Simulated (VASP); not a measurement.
## WSe2: G0W0 quasiparticle levels with PBE

The system is WSe2.

```xyz
3
Lattice="1.6511 0.9532 6.5796 -1.6511 0.9532 6.5796 0.0000 -1.9065 6.5796" Properties=species:S:1:pos:R:3 pbc="T T T"
W     0.0000    0.0000   -0.0004
Se    0.0000    0.0000    8.2440
Se    0.0000    0.0000    4.9157
```

```
Program                         : VASP 6.6.1
Task                            : G0W0 quasiparticle levels
Functional                      : PBE
Potentials or basis             : VASP PAW PBE potentials, release 64 (W_sv_GW, Se_GW)
Cutoff                          : 500 eV
k mesh                          : 4 × 4 × 4
Occupations                     : gaussian, width 0.01 eV
Spin                            : no spin polarisation
Dipole correction               : no
GW scheme                       : G0W0
GW iterations                   : 1
Cutoff of the response function : 140
Frequency points                : 96
Empty bands                     : 233
Further INCAR settings          : ALGO = EVGW0; EDIFF = 1e-08; NBANDS = 246
```

```json
{
  "Quasiparticle gap": "1.76 eV",
  "Least direct quasiparticle gap": "2.70 eV",
  "Band gap of the starting levels on the mesh": "1.38 eV",
  "Least direct gap of the starting levels on the mesh": "2.23 eV"
}
```

Run time: 59 min on 1 thread of Intel(R) Xeon(R) Platinum 8259CL CPU @ 2.50GHz (Skylake/Cascade Lake) (shared host), peak memory 0.94 GiB.

Caveat: the k points lie up to 0.56 Å⁻¹ apart; bands, screening cutoff and mesh are small and nothing is extrapolated, so the quasiparticle values aren't converged; spin-orbit coupling is left out, which moves the levels of the heavy elements.
